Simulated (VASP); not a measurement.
# Si (P6_3/mmc) in VASP: a series of runs

The runs below take Si through single point, with r2SCAN.

All numbers are computed with VASP 6.6.1; they aren't measurements. Logs are shortened: lines on timing, memory, paths and dates and some standing lists are left out, and cuts for length are marked.

### Step 1. The cell of the first run

The structure is hexagonal, space group P6_3/mmc (No. 194). The conventional cell has a = 2.587 Å, b = 2.587 Å, c = 4.455 Å, α = 90.00°, β = 90.00°, γ = 120.00°. Within 3.4 Å of Si (site symmetry -6m2) lie 12 Si at 2.59 to 2.68 Å.

This isn't the form of Si at room conditions, which is diamond.

### Step 2. Single point, r2SCAN (12.91 Å³/atom)

The input, POSCAR:

```
Si
1.0
    2.5869440354      0.0000000000      0.0000000000
   -1.2934720177      2.2403592528      0.0000000000
    0.0000000000      0.0000000000      4.4546068439
Si
2
Direct
    0.3333333333      0.6666666667      0.2500000000
    0.6666666667      0.3333333333      0.7500000000
```

The input, INCAR.step1:

```
SYSTEM = Si
PREC     = Accurate       ! precision mode
ENCUT    = 520            ! plane-wave cutoff, eV
ISMEAR   = 0              ! smearing method
SIGMA    = 0.1            ! smearing width, eV
LREAL    = .False.        ! projectors in reciprocal space
LASPH    = .True.         ! aspherical terms in the spheres
NELM     = 60             ! most SCF steps
NBANDS   = 11             ! bands
GGA      = PE             ! functional
ALGO     = Normal         ! electronic algorithm
EDIFF    = 1E-4           ! SCF threshold, eV
LWAVE    = .True.         ! write WAVECAR
LCHARG   = .False.        ! write CHGCAR
```

The input, INCAR.step2:

```
SYSTEM = Si
PREC     = Accurate       ! precision mode
ENCUT    = 520            ! plane-wave cutoff, eV
EDIFF    = 1E-6           ! SCF threshold, eV
ISMEAR   = 0              ! smearing method
SIGMA    = 0.1            ! smearing width, eV
LREAL    = .False.        ! projectors in reciprocal space
LASPH    = .True.         ! aspherical terms in the spheres
NELM     = 60             ! most SCF steps
ALGO     = Normal         ! electronic algorithm
ISIF     = 2              ! what is computed and relaxed
LWAVE    = .False.        ! write WAVECAR
LCHARG   = .False.        ! write CHGCAR
METAGGA  = R2SCAN         ! meta-GGA
LMIXTAU  = .True.       
NBANDS   = 11             ! bands
ISTART   = 1
```

The input, KPOINTS:

```
Automatic mesh
0
Gamma
  18 18 10
  0 0 0
```

Potentials or basis: VASP PAW PBE potentials, release 64 (Si).

Started as:

```
> cat potpaw_PBE.64/Si/POTCAR > POTCAR
> cp INCAR.step1 INCAR
> mpirun -np 1 vasp_std > vasp.out
> cp INCAR.step2 INCAR
> mpirun -np 1 vasp_std > vasp.out
```

OUTCAR:

```text
SYSTEM = Si
   PREC = Accurate
   ENCUT = 520
   EDIFF = 1E-6
   ISMEAR = 0
   LREAL = .False.
   LASPH = .True.
   NELM = 60
   ISIF = 2
   METAGGA = R2SCAN
   ISTART = 1

 ion  position               nearest neighbor table
   1  0.333  0.667  0.250-   2 2.68   2 2.68   2 2.68   2 2.68   2 2.68   2 2.68
   2  0.667  0.333  0.750-   1 2.68   1 2.68   1 2.68   1 2.68   1 2.68   1 2.68

  LATTYP: Found a hexagonal cell.
 ALAT       =     2.5869440354
 C/A-ratio  =     1.7219571753

  Lattice vectors:

 A1 = (   2.5869440354,   0.0000000000,   0.0000000000)
 A2 = (  -1.2934720177,   2.2403592528,   0.0000000000)
 A3 = (   0.0000000000,   0.0000000000,   4.4546068439)

Analysis of symmetry for initial positions (statically):
=====================================================================
 Subroutine PRICEL returns:
 Original cell was already a primitive cell.

 Routine SETGRP: Setting up the symmetry group for a
 hexagonal supercell.

 Subroutine GETGRP returns: Found 24 space group operations
 (whereof 12 operations were pure point group operations)
 out of a pool of 24 trial point group operations.

The static configuration has the point symmetry D_3d.
 The point group associated with its full space group is D_6h.

Analysis of symmetry for dynamics (positions and initial velocities):
=====================================================================
 Subroutine PRICEL returns:
 Original cell was already a primitive cell.

 Routine SETGRP: Setting up the symmetry group for a
 hexagonal supercell.

 Subroutine GETGRP returns: Found 24 space group operations
 (whereof 12 operations were pure point group operations)
 out of a pool of 24 trial point group operations.

The dynamic configuration has the point symmetry D_3d.
 The point group associated with its full space group is D_6h.

 Subroutine INISYM returns: Found 24 space group operations
 (whereof 12 operations are pure point group operations),
 and found     1 'primitive' translations

----------------------------------------------------------------------------------------

                                     Primitive cell

  volume of cell :      25.8175

  direct lattice vectors                    reciprocal lattice vectors
     2.586944035  0.000000000  0.000000000     0.386556488  0.223178492  0.000000000
    -1.293472018  2.240359253  0.000000000     0.000000000  0.446356984  0.000000000
     0.000000000  0.000000000  4.454606844     0.000000000  0.000000000  0.224486702

  length of vectors
     2.586944035  2.586944035  4.454606844     0.446356984  0.446356984  0.224486702

  position of ions in fractional coordinates (direct lattice)
     0.333333333  0.666666667  0.250000000
     0.666666667  0.333333333  0.750000000

  ion indices of the primitive-cell ions
   primitive index   ion index
                 1           1
                 2           2

----------------------------------------------------------------------------------------

 KPOINTS: Automatic mesh

Automatic generation of k-mesh.
 Grid dimensions read from file:
 generate k-points for:   18   18   10

 Generating k-lattice:

  Cartesian coordinates                     Fractional coordinates (reciprocal lattice)
     0.021475360  0.012398805  0.000000000     0.055555556  0.000000000  0.000000000
     0.000000000  0.024797610  0.000000000     0.000000000  0.055555556  0.000000000
     0.000000000  0.000000000  0.022448670     0.000000000  0.000000000  0.100000000

  Length of vectors
     0.024797610  0.024797610  0.022448670

  Shift w.r.t. Gamma in fractional coordinates (k-lattice)
     0.000000000  0.000000000  0.000000000

 Subroutine IBZKPT returns following result:
 ===========================================

 Found    222 irreducible k-points:

 Following reciprocal coordinates:
            Coordinates               Weight
  0.000000  0.000000  0.000000      1.000000
  0.055556  0.000000  0.000000      6.000000
  0.111111  0.000000  0.000000      6.000000
  0.166667 -0.000000  0.000000      6.000000
  0.222222  0.000000  0.000000      6.000000
  0.277778 -0.000000  0.000000      6.000000
[... 16 lines left out ...]
  0.333333  0.111111  0.000000     12.000000
  0.388889  0.111111  0.000000     12.000000
 [... further k-points ...]
   k-points           NKPTS =    222   k-points in BZ     NKDIM =    222   number of bands    NBANDS=     11
   number of dos      NEDOS =    301   number of ions     NIONS =      2
   total plane-waves  NPLWV =  14400
   dimension x,y,z NGX =    20 NGY =   20 NGZ =   36
   dimension x,y,z NGXF=    40 NGYF=   40 NGZF=   72
   ions per type =               2
   NGX,Y,Z   is equivalent  to a cutoff of  12.85, 12.85, 13.44 a.u.
   NGXF,Y,Z  is equivalent  to a cutoff of  25.71, 25.71, 26.87 a.u.
 SYSTEM =  Si
   PREC   = accura    normal or accurate (medium, high low for compatibility)
   ISTART =      1    job   : 0-new  1-cont  2-samecut
   ICHARG =      0    charge: 1-file 2-atom 10-const
[... 59 lines left out ...]
 fundamental gap:      0.0218980273
 Fermi energy:        11.7778267577

 k-point     1 :       0.0000    0.0000    0.0000
  band No.  band energies     occupation
      1      -4.7300      2.00000
      2       2.5886      2.00000
      3       3.2388      2.00000
      4      22.5528      0.00000
      5      22.5528      0.00000
      6      23.3203      0.00000
      7      23.4762      0.00000
      8      23.4762      0.00000
      9      23.7634      0.00000
     10      27.2562      0.00000
     11      28.1577      0.00000

 k-point     2 :       0.0556    0.0000    0.0000
  band No.  band energies     occupation
      1      -4.6351      2.00000
      2       2.6812      2.00000
      3       3.3288      2.00000
      4      20.7914      0.00000
      5      21.5483      0.00000
      6      22.8480      0.00000
      7      23.7785      0.00000
      8      24.4539      0.00000
      9      24.6287      0.00000
     10      26.4601      0.00000
     11      26.9751      0.00000

 k-point     3 :       0.1111    0.0000    0.0000
  band No.  band energies     occupation
      1      -4.3507      2.00000
      2       2.9583      2.00000
      3       3.5987      2.00000
      4      18.2530      0.00000
      5      20.3492      0.00000
      6      22.1930      0.00000
      7      23.6969      0.00000
      8      23.9271      0.00000
      9      25.3493      0.00000
     10      25.6755      0.00000
     11      26.5070      0.00000

 k-point     4 :       0.1667   -0.0000    0.0000
  band No.  band energies     occupation
      1      -3.8775      2.00000
      2       3.4178      2.00000
      3       4.0483      2.00000
      4      15.6847      0.00000
      5      19.2915      0.00000
      6      21.3403      0.00000
      7      21.8734      0.00000
      8      22.7197      0.00000
      9      24.8228      0.00000
     10      25.3087      0.00000
     11      25.5123      0.00000

 k-point     5 :       0.2222    0.0000    0.0000
  band No.  band energies     occupation
      1      -3.2169      2.00000
      2       4.0554      2.00000
      3       4.6768      2.00000
      4      13.2026      0.00000
      5      18.3928      0.00000
      6      19.5319      0.00000
      7      20.6447      0.00000
      8      20.6919      0.00000
      9      24.0211      0.00000
     10      25.3362      0.00000
     11      25.6519      0.00000
[... 211 lines left out ...]
 k-point    21 :       0.2222    0.1111    0.0000
  band No.  band energies     occupation
      1      -2.0897      2.00000
      2       5.1292      2.00000
      3       5.7511      2.00000
      4      11.1132      2.00000
      5      14.1892      0.00000
      6      17.7892      0.00000
      7      18.5244      0.00000
      8      20.6307      0.00000
      9      22.3952      0.00000
     10      23.5884      0.00000
     11      26.4683      0.00000

 k-point    22 :       0.2778    0.1111    0.0000
  band No.  band energies     occupation
      1      -1.0622      2.00000
      2       6.0606      2.00000
      3       6.7299      2.00000
      4       8.9566      2.00000
      5      13.5338      0.00000
      6      15.8077      0.00000
      7      16.4470      0.00000
      8      20.1029      0.00000
      9      21.6877      0.00000
     10      23.1035      0.00000
     11      27.1655      0.00000

 k-point    23 :       0.3333    0.1111    0.0000
  band No.  band energies     occupation
      1       0.1443      2.00000
      2       6.4234      2.00000
      3       7.6860      2.00000
      4       7.8728      2.00000
      5      12.8916      0.00000
      6      14.1106      0.00000
      7      14.4811      0.00000
      8      19.7214      0.00000
      9      21.2021      0.00000
     10      22.7372      0.00000
     11      27.9317      0.00000

 k-point    24 :       0.3889    0.1111    0.0000
  band No.  band energies     occupation
      1       1.5231      2.00000
      2       4.7939      2.00000
      3       8.7149      2.00000
      4       9.1380      2.00000
      5      11.7336      1.46833
      6      12.7114      0.00000
      7      13.2605      0.00000
      8      19.4908      0.00000
      9      20.9155      0.00000
     10      22.5114      0.00000
     11      28.0445      0.00000

 [... further k-points ...]
[... 5 lines left out ...]
  --------------------------------------------------------------------------------------
  -------------------------------------------------------------------------------------
  Total        1.0279515      1.0279515      1.0292974     -0.0000000     -0.0000000      0.0000000
  in kB       63.7924287     63.7924287     63.8759491     -0.0000000     -0.0000000      0.0000000
  external PRESSURE =      63.8202688 kB  Pullay stress =       0.0000000 kB

 VOLUME and BASIS-vectors are now :
 -----------------------------------------------------------------------------
  energy-cutoff  :      520.00
  volume of cell :       25.82
      direct lattice vectors                 reciprocal lattice vectors
     2.586944035  0.000000000  0.000000000     0.386556488  0.223178492  0.000000000
    -1.293472018  2.240359253  0.000000000     0.000000000  0.446356984  0.000000000
     0.000000000  0.000000000  4.454606844     0.000000000  0.000000000  0.224486702

 POSITION                                       TOTAL-FORCE (eV/Angst)
 -----------------------------------------------------------------------------------
     -0.00000      1.49357      1.11365         0.000000     -0.000000      0.000000
      1.29347      0.74679      3.34096        -0.000000      0.000000      0.000000
 -----------------------------------------------------------------------------------
    total drift:                               -0.000000      0.000000     -0.000000

  FREE ENERGIE OF THE ION-ELECTRON SYSTEM (eV)
  ---------------------------------------------------
  free  energy   TOTEN  =       -16.1118269928 eV

  energy  without entropy=      -16.1084835819  energy(sigma->0) =      -16.11015529
```

It took 2.7 min on 1 thread of Intel Xeon 8259CL, shared host; peak memory 0.17 GiB.

What came out:

```yaml
Free_energy: -16.1118 eV
Pressure: 6.4 GPa
Band_gap_on_the_k_mesh: zero (bands 4 and 5 overlap by 14.82 eV)
```

Caveat: the cell stands under pressure; the PAW data sets were made with another functional, which shifts forces and pressure a little.

### Step 3. Single point, r2SCAN (13.32 Å³/atom)

This run uses another cell than the first one, of 13.32 Å³/atom.

The input, POSCAR:

```
Si
1.0
    2.6132589965      0.0000000000      0.0000000000
   -1.3066294982      2.2631486776      0.0000000000
    0.0000000000      0.0000000000      4.5046641712
Si
2
Direct
    0.3333333333      0.6666666667      0.2500000000
    0.6666666667      0.3333333333      0.7500000000
```

The input, INCAR.step1:

```
SYSTEM = Si
ALGO = Normal ; EDIFF = 1E-4
ENCUT = 520 ; GGA = PE
ISMEAR = 0 ; LASPH = .TRUE.
LCHARG = .FALSE. ; LREAL = .FALSE.
LWAVE = .TRUE. ; NBANDS = 11
NELM = 100 ; PREC = Accurate
SIGMA = 0.1
```

The input, INCAR.step2:

```
SYSTEM = Si
ALGO = Normal ; EDIFF = 1E-6
ENCUT = 520 ; ISIF = 2
ISMEAR = 0 ; ISTART = 1
LASPH = .TRUE. ; LCHARG = .FALSE.
LMIXTAU = .TRUE. ; LREAL = .FALSE.
LWAVE = .FALSE. ; METAGGA = R2SCAN
NBANDS = 11 ; NELM = 100
PREC = Accurate ; SIGMA = 0.1
```

The input, KPOINTS:

```
k-points
0
G
  18 18 10
  0 0 0
```

Potentials or basis: VASP PAW PBE potentials, release 64 (Si).

Started as:

```
> cat potpaw_PBE.64/Si/POTCAR > POTCAR
> cp INCAR.step1 INCAR
> mpirun -np 1 vasp_std > vasp.out
> cp INCAR.step2 INCAR
> mpirun -np 1 vasp_std > vasp.out
```

Wall time 2.7 min (1 thread of Intel Xeon 8259CL, shared host); peak memory 0.17 GiB.

Results (log left out):

* Free energy: -16.1355 eV
* Pressure: 2.9 GPa
* Band gap on the k mesh: zero (bands 4 and 5 overlap by 14.58 eV)

Levels at points of the mesh, in eV from the Fermi level:
| k point | band 2 | band 3 | band 4 | band 5 | band 6 | band 7 |
| --- | --- | --- | --- | --- | --- | --- |
| (0.00, 0.00, 0.00) | -9.10 | -8.30 | 10.50 | 10.50 | 11.42 | 11.52 |
| (0.50, 0.00, 0.00) | -8.57 | -2.23 | -1.90 | -1.44 | -0.28 | 4.45 |
| (0.00, 0.00, 0.50) | -14.30 | 0.29 | 0.29 | 12.01 | 12.01 | 12.01 |
| (0.50, 0.00, 0.50) | -7.31 | -6.55 | -6.55 | 6.09 | 6.09 | 6.38 |

Caveat: the PAW data sets were made with another functional, which shifts forces and pressure a little.

### Step 4. Single point, r2SCAN (14.14 Å³/atom)

This run uses another cell than the first one, of 14.14 Å³/atom.

The input, POSCAR:

```
Si
1.0
    2.6653272858      0.0000000000      0.0000000000
   -1.3326636429      2.3082411389      0.0000000000
    0.0000000000      0.0000000000      4.5982409782
Si
2
Direct
    0.3333333333      0.6666666667      0.2500000000
    0.6666666667      0.3333333333      0.7500000000
```

The input, INCAR.step1:

```
PREC     = Accurate       # precision mode
ENCUT    = 520            # plane-wave cutoff, eV
ISMEAR   = 0              # smearing method
SIGMA    = 0.1            # smearing width, eV
LREAL    = F              # projectors in reciprocal space
LASPH    = T              # aspherical terms in the spheres
NELM     = 60             # most SCF steps
NBANDS   = 11             # bands
GGA      = PE             # functional
ALGO     = Normal         # electronic algorithm
EDIFF    = 1E-4           # SCF threshold, eV
LWAVE    = T              # write WAVECAR
LCHARG   = F              # write CHGCAR
```

The input, INCAR.step2:

```
PREC     = Accurate       # precision mode
ENCUT    = 520            # plane-wave cutoff, eV
EDIFF    = 1E-7           # SCF threshold, eV
ISMEAR   = 0              # smearing method
SIGMA    = 0.1            # smearing width, eV
LREAL    = F              # projectors in reciprocal space
LASPH    = T              # aspherical terms in the spheres
NELM     = 60             # most SCF steps
ALGO     = Normal         # electronic algorithm
ISIF     = 2              # what is computed and relaxed
LWAVE    = F              # write WAVECAR
LCHARG   = T              # write CHGCAR
METAGGA  = R2SCAN         # meta-GGA
LMIXTAU  = T            
LELF     = T              # ELF
LVHAR    = T            
NBANDS   = 11             # bands
ISTART   = 1
```

The input, KPOINTS:

```
Automatic mesh
0
Gamma
  18 18 10
```

Started as:

```
> cat potpaw_PBE.64/Si/POTCAR > POTCAR
> cp INCAR.step1 INCAR
> mpirun -np 1 vasp_std > vasp.out
> cp INCAR.step2 INCAR
> mpirun -np 1 vasp_std > vasp.out
```

It took 3.6 min on 1 thread of Intel Xeon 8259CL, shared host; peak memory 0.18 GiB.

The run converged. Its results:

```yaml
Free_energy: -16.1367 eV
Pressure: -2.5 GPa
Band_gap_on_the_k_mesh: zero (bands 4 and 5 overlap by 13.86 eV)
```

Levels at points of the mesh, in eV from the Fermi level:
```csv
k point,band 2,band 3,band 4,band 5,band 6,band 7
"(0.00, 0.00, 0.00)",-8.90,-7.85,9.95,9.95,10.84,11.15
"(0.50, 0.00, 0.00)",-8.17,-2.22,-1.75,-1.61,-0.04,4.23
"(0.00, 0.00, 0.50)",-13.76,0.29,0.29,11.35,11.35,11.35
"(0.50, 0.00, 0.50)",-7.00,-6.34,-6.34,5.80,5.80,5.98
```

Caveat: the PAW data sets were made with another functional, which shifts forces and pressure a little.

### Step 5. The runs side by side

```tsv
cell	gap on the mesh (eV)	pressure (GPa)
a = 2.587, b = 2.587, c = 4.455 Å, angles 90.0, 90.0, 120.0°, 2 atoms	none	6.4
a = 2.613, b = 2.613, c = 4.505 Å, angles 90.0, 90.0, 120.0°, 2 atoms	none	2.9
a = 2.665, b = 2.665, c = 4.598 Å, angles 90.0, 90.0, 120.0°, 2 atoms	none	-2.5
```

Alike in all rows: task single point; level r2SCAN; potentials or basis VASP PAW PBE potentials, release 64 (Si); no spin polarisation; k mesh 18 × 18 × 10; cutoff (eV) 520; smearing gaussian 0.1 eV.

Caveats: the PAW data sets were made with another functional, which shifts forces and pressure a little; the cell stands under pressure (at least some runs).

Absolute energies hang on the potentials; compare differences alone.

The gap in the log of VASP goes by the Fermi energy; the results here count the filled bands.